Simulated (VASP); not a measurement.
# Na8Cl9 (a cell with a defect) in VASP: further runs, part 2 of 3

VASP 6.6.1. Earlier steps stand in the parts before.

### Step 4. Single point, PBE, collinear spin

The input, INCAR:

```
ALGO = Normal
EDIFF = 1E-6
ENCUT = 520
GGA = PE
ISIF = 2
ISMEAR = -1
ISPIN = 2
LASPH = T
LCHARG = T
LELF = T
LORBIT = 11
LREAL = Auto
LVHAR = T
LWAVE = F
MAGMOM = 0 0 0 0 0 0 0 0 0 0 0 0 0 0 0 0 1
NBANDS = 78
NELM = 150
PREC = Accurate
SIGMA = 0.02
```

The input, KPOINTS:

```
k-points
0
Gamma
  2 2 2
```

The input, POSCAR:

```
Na8Cl9
1.0
    0.0000000000      5.6850000000      5.6850000000
    5.6850000000      0.0000000000      5.6850000000
    5.6850000000      5.6850000000      0.0000000000
Na Cl
8 9
Direct
    0.0371152155      0.0130167106      0.0292348285
    0.0058047493      0.0188566403      0.4363764292
    0.0709762533      0.5602286719     -0.0708883026
   -0.0027792436      0.4880914688      0.4604397537
    0.5022427441     -0.0359278804      0.0256552331
    0.4746525945      0.0390501319      0.4978188215
    0.4808970976      0.4744415128      0.0450483729
    0.4740457344      0.4735180299      0.4961389622
    0.2635795954      0.2606420405      0.2309674582
    0.2551099384      0.2601759015      0.8064907652
    0.2561741425      0.7496657872      0.2487335092
    0.4036587511      0.6652066843      0.7103078276
    0.7651539138      0.2575549692      0.2650835532
    0.6871767810      0.3231310466      0.7560422164
    0.7753034301      0.7718733509      0.2725417766
    0.7742392260      0.7720228672      0.7450219877
    0.0313720317      0.0145206684      0.7360334213
```

Potentials or basis: VASP PAW PBE potentials, release 64 (Na_pv, Cl).

Launch:

```bash
> cat potpaw_PBE.64/Na_pv/POTCAR potpaw_PBE.64/Cl/POTCAR > POTCAR
> mpirun -np 1 vasp_std > vasp.out
```

OUTCAR:

```text
EDIFF = 1E-6
   ENCUT = 520
   GGA = PE
   ISIF = 2
   ISMEAR = -1
   ISPIN = 2
   LASPH = T
   LORBIT = 11
   LREAL = Auto
   NELM = 150
   PREC = Accurate

 ion  position               nearest neighbor table
   1  0.037  0.013  0.029-  17 2.37  11 2.52  10 2.65
   2  0.006  0.019  0.436-  13 2.37  17 2.50  11 2.62
   3  0.071  0.560  0.929-  10 2.52  12 2.65
   4  0.997  0.488  0.460-  15 2.42   9 2.62
   5  0.502  0.964  0.026-  11 2.62  10 2.70  16 2.73
   6  0.475  0.039  0.498-   9 2.73
   7  0.481  0.474  0.045-   9 2.46  12 2.56  14 2.57
   8  0.474  0.474  0.496-  12 2.54  10 2.57  13 2.60  11 2.67
   9  0.264  0.261  0.231-   7 2.46   4 2.62   6 2.73
  10  0.255  0.260  0.806-   3 2.52   8 2.57   1 2.65   5 2.70
  11  0.256  0.750  0.249-   1 2.52   5 2.62   2 2.62   8 2.67
  12  0.404  0.665  0.710-  14 2.54   8 2.54   7 2.56   3 2.65
  13  0.765  0.258  0.265-   2 2.37   8 2.60
  14  0.687  0.323  0.756-  12 2.54   7 2.57  17 2.63
  15  0.775  0.772  0.273-   4 2.42
  16  0.774  0.772  0.745-   5 2.73
  17  0.031  0.015  0.736-   1 2.37   2 2.50  14 2.63

  LATTYP: Found a face centered cubic cell.
 ALAT       =    11.3700000000
[... 1416 lines left out ...]

 VOLUME and BASIS-vectors are now :
 -----------------------------------------------------------------------------
  energy-cutoff  :      520.00
  volume of cell :      367.47
      direct lattice vectors                 reciprocal lattice vectors
     0.000000000  5.685000000  5.685000000    -0.087950748  0.087950748  0.087950748
     5.685000000  0.000000000  5.685000000     0.087950748 -0.087950748  0.087950748
     5.685000000  5.685000000  0.000000000     0.087950748  0.087950748 -0.087950748

 POSITION                                       TOTAL-FORCE (eV/Angst)
 -----------------------------------------------------------------------------------
      0.24020      0.37720      0.28500         0.659895     -0.086160     -0.279470
      2.58800      2.51380      0.14020         0.023932      0.837906     -0.200880
      8.46690      5.68550      3.58840         0.744189     -0.325257     -0.218873
      5.39240      8.28680      8.44400         0.460378      0.779501     -0.320802
      5.62660      3.00110      8.33600        -0.095159      0.306254      0.662713
      3.05210      5.52850      2.92040        -0.158514      0.446077     -0.166992
[... 9 lines left out ...]
      8.62440      8.63700      8.79050        -0.080543     -0.033944     -0.272589
      4.26690      4.36270      0.26090        -0.837045      0.176860      0.182705
 -----------------------------------------------------------------------------------
    total drift:                                0.000500      0.000618      0.000803

  FREE ENERGIE OF THE ION-ELECTRON SYSTEM (eV)
  ---------------------------------------------------
  free  energy   TOTEN  =       -52.7642507687 eV

  energy  without entropy=      -52.7642507686  energy(sigma->0) =      -52.76425077

 total charge

# of ion       s       p       d       tot
------------------------------------------
    1        0.065   6.002   0.000   6.067
    2        0.066   6.003   0.000   6.069
    3        0.048   5.984   0.000   6.032
    4        0.053   5.987   0.000   6.040
    5        0.045   5.981   0.000   6.026
    6        0.039   5.975   0.000   6.014
[... 9 lines left out ...]
   16        1.589   3.569   0.000   5.158
   17        1.615   3.527   0.000   5.142
--------------------------------------------------
tot         14.821  80.062   0.000  94.883

 magnetization (x)

# of ion       s       p       d       tot
------------------------------------------
    1        0.000  -0.000   0.000   0.000
    2        0.000  -0.000   0.000   0.000
    3        0.000  -0.000   0.000  -0.000
    4        0.000  -0.000   0.000  -0.000
    5       -0.000  -0.000   0.000  -0.000
    6        0.000  -0.000   0.000  -0.000
[... 9 lines left out ...]
   16        0.000  -0.000   0.000  -0.000
   17       -0.000  -0.000   0.000  -0.000
--------------------------------------------------
tot         -0.000  -0.000   0.000  -0.000
```

Run time: 11 min. Hardware: 1 thread of AMD EPYC 9R45 (Zen 5), shared host; peak memory 0.75 GiB.

Results:

- Free energy: -52.7643 eV
- Pressure: 5.2 GPa
- Largest force: 1.619 eV/Å
- Net moment: 0.00 μB per cell
- Valence electrons inside the program's atomic spheres: Na 6.07, 6.03, 6.04, 6.01, 6.06, 6.05; Cl 5.20, 5.21, 5.13, 5.10, 5.18, 5.16, 5.14

Forces in eV/Å, atoms in the order of the input:
```
Na   0.660 -0.086 -0.279
Na   0.024  0.838 -0.201
Na   0.744 -0.325 -0.219
Na   0.460  0.780 -0.321
Na  -0.095  0.306  0.663
Na  -0.159  0.446 -0.167
Na   0.197  0.496  0.930
Na  -0.119  0.134  0.398
Cl  -0.053  0.062 -0.515
Cl  -0.824 -0.354 -0.292
Cl  -0.294  0.526 -0.266
Cl   1.276 -0.993  0.080
Cl   0.102 -1.333 -0.071
Cl  -0.795  0.488  0.115
Cl  -0.207 -1.127  0.233
Cl  -0.081 -0.034 -0.273
Cl  -0.837  0.177  0.183
```

Stress tensor (GPa, compression positive):
```
 5.51  0.10  0.01
 0.10  6.57 -0.16
 0.01 -0.16  3.49
```

Caveat: the k points lie up to 0.48 Å⁻¹ apart.

### Step 5. Single point, PBE, collinear spin, zero start

The input, INCAR:

```
SYSTEM = Na8Cl9
PREC = Accurate
ENCUT = 520
EDIFF = 1E-6
ISMEAR = -1
SIGMA = 0.02
LREAL = Auto
LASPH = .TRUE.
NELM = 150
ALGO = Normal
ISIF = 2
LWAVE = .FALSE.
LCHARG = .FALSE.
ISPIN = 2
MAGMOM = 0 0 0 0 0 0 0 0 0 0 0 0 0 0 0 0 0
LORBIT = 11
GGA = PE
NBANDS = 78
```

The input, KPOINTS:

```
regular mesh
0
G
  2 2 2
  0 0 0
```

The input, POSCAR:

```
Na8Cl9
1.0
    0.0000000000      5.6850000000      5.6850000000
    5.6850000000      0.0000000000      5.6850000000
    5.6850000000      5.6850000000      0.0000000000
Na Cl
8 9
Direct
   -0.0099120493      0.0198504837      0.0441072999
   -0.0178803870      0.0177572559      0.4597449428
    0.0114775726      0.5511433597     -0.0533421284
    0.0205716799      0.4661125770      0.5393051891
    0.5357431838     -0.0176253298      0.0172383465
    0.5005101143      0.0195250660      0.4683553210
    0.4662972735      0.4960422164      0.0637115215
    0.5039841689      0.4836499560      0.4882937555
    0.2729199648      0.2659542656      0.2365787159
    0.2591029024      0.2642040457      0.7834300792
    0.3017062445      0.7421635884      0.2339313984
    0.3395602463      0.7038170624      0.7313104661
    0.7186455585      0.2932453826      0.2627616535
    0.6960686016      0.3320756376      0.7154881266
    0.7547141601      0.7732893580      0.2191116974
    0.7829375550      0.7581354442      0.7169920844
   -0.0224098505     -0.0015655233      0.7539313984
```

Potentials or basis: VASP PAW PBE potentials, release 64 (Na_pv, Cl).

Launch:

```bash
> cat potpaw_PBE.64/Na_pv/POTCAR potpaw_PBE.64/Cl/POTCAR > POTCAR
> mpirun -np 1 vasp_std > vasp.out
```

OUTCAR:

```text
SYSTEM = Na8Cl9
   PREC = Accurate
   ENCUT = 520
   EDIFF = 1E-6
   ISMEAR = -1
   LREAL = Auto
   LASPH = .TRUE.
   NELM = 150
   ISIF = 2
   ISPIN = 2
   LORBIT = 11
   GGA = PE

 ion  position               nearest neighbor table
   1  0.990  0.020  0.044-  17 2.48
   2  0.982  0.018  0.460-  17 2.27  16 2.63  13 2.66
   3  0.011  0.551  0.947-  16 2.61  10 2.61
   4  0.021  0.466  0.539-  16 2.71
   5  0.536  0.982  0.017-  15 2.39  11 2.70
   6  0.501  0.020  0.468-   9 2.62
   7  0.466  0.496  0.064-  11 2.41   9 2.43  13 2.58
   8  0.504  0.484  0.488-  13 2.37  14 2.43  11 2.62  12 2.69  10 2.69
   9  0.273  0.266  0.237-   7 2.43   6 2.62
  10  0.259  0.264  0.783-   3 2.61   8 2.69
  11  0.302  0.742  0.234-   7 2.41   8 2.62   5 2.70
[... 1441 lines left out ...]
      5.68280      3.14370      8.63050        -0.076316     -1.155594      0.223870
      2.77360      5.50800      2.95640         0.028713      0.487810     -0.290506
[... 9 lines left out ...]
      8.38610      8.52710      8.76100        -0.123698     -0.472214     -0.482820
      9.96220      9.84370     11.23370         0.348251      1.497909      0.593899
 -----------------------------------------------------------------------------------
    total drift:                               -0.000901      0.000626      0.001119

  FREE ENERGIE OF THE ION-ELECTRON SYSTEM (eV)
  ---------------------------------------------------
  free  energy   TOTEN  =       -52.7041207391 eV

  energy  without entropy=      -52.7041207391  energy(sigma->0) =      -52.70412074

 total charge

# of ion       s       p       d       tot
------------------------------------------
    1        0.048   5.983   0.000   6.031
    2        0.065   6.001   0.000   6.066
    3        0.046   5.983   0.000   6.029
    4        0.041   5.976   0.000   6.017
    5        0.053   5.989   0.000   6.042
    6        0.044   5.979   0.000   6.022
[... 9 lines left out ...]
   16        1.590   3.591   0.000   5.181
   17        1.626   3.528   0.000   5.153
--------------------------------------------------
tot         14.823  80.072   0.000  94.895

 magnetization (x)

# of ion       s       p       d       tot
------------------------------------------
    1       -0.000   0.000   0.000   0.000
    2        0.000   0.000   0.000   0.000
    3       -0.000   0.000   0.000   0.000
    4        0.000  -0.000   0.000  -0.000
    5        0.000  -0.000   0.000   0.000
    6       -0.000  -0.000   0.000  -0.000
[... 9 lines left out ...]
   16        0.000   0.000   0.000   0.000
   17       -0.000  -0.000   0.000  -0.000
--------------------------------------------------
tot          0.000   0.000   0.000   0.000
```

OSZICAR:

```text
N       E                     dE             d eps       ncg     rms          rms(c)
DAV:   1     0.137302519582E+04    0.13730E+04   -0.54245E+04  2496   0.161E+03
DAV:   2     0.171031941316E+03   -0.12020E+04   -0.11432E+04  2664   0.422E+02
DAV:   3    -0.414806197131E+02   -0.21251E+03   -0.20859E+03  2910   0.185E+02
DAV:   4    -0.541505126969E+02   -0.12670E+02   -0.12560E+02  2952   0.458E+01
DAV:   5    -0.545970170885E+02   -0.44650E+00   -0.44544E+00  3408   0.864E+00    0.960E+00
DAV:   6    -0.528360448925E+02    0.17610E+01   -0.28774E+00  2984   0.651E+00    0.632E+00
DAV:   7    -0.526667086879E+02    0.16934E+00   -0.12688E+00  3272   0.413E+00    0.344E+00
DAV:   8    -0.527028534653E+02   -0.36145E-01   -0.12301E-01  2864   0.170E+00    0.587E-01
DAV:   9    -0.527021941995E+02    0.65927E-03   -0.17098E-02  3288   0.544E-01    0.284E-01
DAV:  10    -0.527031400934E+02   -0.94589E-03   -0.15516E-03  3072   0.144E-01    0.160E-01
DAV:  11    -0.527041216669E+02   -0.98157E-03   -0.15103E-03  2704   0.143E-01    0.789E-02
DAV:  12    -0.527041224079E+02   -0.74098E-06   -0.80989E-05  3112   0.406E-02    0.538E-02
DAV:  13    -0.527041120433E+02    0.10365E-04   -0.70493E-05  3016   0.302E-02    0.171E-02
DAV:  14    -0.527041197762E+02   -0.77329E-05   -0.21491E-05  2784   0.202E-02    0.638E-03
DAV:  15    -0.527041207391E+02   -0.96284E-06   -0.82258E-06  2720   0.990E-03
   1 F= -.52704121E+02 E0= -.52704121E+02  d E =-.161203E-11  mag=     0.0000
```

Run time: 30 min. Hardware: 1 thread of AMD EPYC, shared host; peak memory 0.75 GiB.

What came out:

- Free energy: -52.7041 eV
- Pressure: 5.4 GPa
- Largest force: 1.656 eV/Å
- Net moment: 0.00 μB per cell
- Valence electrons inside the program's atomic spheres: Na 6.03, 6.07, 6.02, 6.04, 6.08; Cl 5.19, 5.18, 5.20, 5.12, 5.21, 5.15

Forces on the atoms (eV/Å):
```
Na   0.122  0.372  0.141
Na  -1.143 -0.890  0.412
Na   0.364  0.344  0.070
Na  -0.101 -0.265 -0.021
Na  -0.076 -1.156  0.224
Na   0.029  0.488 -0.291
Na  -0.987 -0.497  0.822
Na   1.039 -0.450  0.146
Cl   0.090 -0.241 -0.975
Cl  -0.469 -0.184 -0.510
Cl   1.231 -0.639 -0.187
Cl  -0.199  0.282 -0.055
Cl  -1.622  0.313  0.124
Cl   1.249  0.123  0.121
Cl   0.249  1.375 -0.131
Cl  -0.124 -0.472 -0.483
Cl   0.348  1.498  0.594
```

Stress tensor (GPa, compression positive):
```
5.98 0.61 0.28
0.61 7.12 0.08
0.28 0.08 2.95
```

Levels at points of the mesh, in eV from the Fermi level:
Spin up:
```tsv
k point	band 57	band 58	band 59	band 60	band 61	band 62
(0.00, 0.00, 0.00)	-2.26	-2.06	-1.89	0.82	2.90	4.88
(0.50, 0.00, 0.00)	-1.92	-1.88	-1.38	-0.52	4.19	4.41
(0.00, 0.50, 0.00)	-1.95	-1.90	-1.31	-0.55	4.16	4.39
(0.00, 0.00, 0.50)	-2.30	-2.05	-1.57	0.82	4.07	4.55
(0.50, 0.50, 0.50)	-2.28	-2.02	-1.59	0.82	4.05	4.61
(0.50, 0.50, 0.00)	-2.30	-1.76	-1.50	0.83	4.56	4.72
(0.00, 0.50, 0.50)	-1.94	-1.84	-1.32	-0.54	4.61	4.84
(0.50, 0.00, 0.50)	-2.02	-1.84	-1.31	-0.53	4.64	4.75
```
Spin down:
```
           k point  band 55  band 56  band 57  band 58  band 59  band 60  band 61  band 62  band 63  band 64
(0.00, 0.00, 0.00)    -2.32    -2.29    -2.26    -2.06    -1.89     0.82     2.90     4.88     4.99     5.05
(0.50, 0.00, 0.00)    -2.31    -2.28    -1.92    -1.88    -1.38    -0.52     4.19     4.41     5.55     5.71
(0.00, 0.50, 0.00)    -2.25    -2.22    -1.95    -1.90    -1.31    -0.55     4.16     4.39     5.50     5.68
(0.00, 0.00, 0.50)    -2.39    -2.33    -2.30    -2.05    -1.57     0.82     4.07     4.55     5.50     5.56
(0.50, 0.50, 0.50)    -2.37    -2.34    -2.28    -2.02    -1.59     0.82     4.05     4.61     5.47     5.59
(0.50, 0.50, 0.00)    -2.38    -2.37    -2.30    -1.76    -1.50     0.83     4.56     4.72     5.50     5.72
(0.00, 0.50, 0.50)    -2.37    -2.31    -1.94    -1.84    -1.32    -0.54     4.61     4.84     5.63     5.70
(0.50, 0.00, 0.50)    -2.38    -2.31    -2.02    -1.84    -1.31    -0.53     4.64     4.75     5.68     5.78
```

Caveat: the k points lie up to 0.48 Å⁻¹ apart.

[end of part 2 of 3]
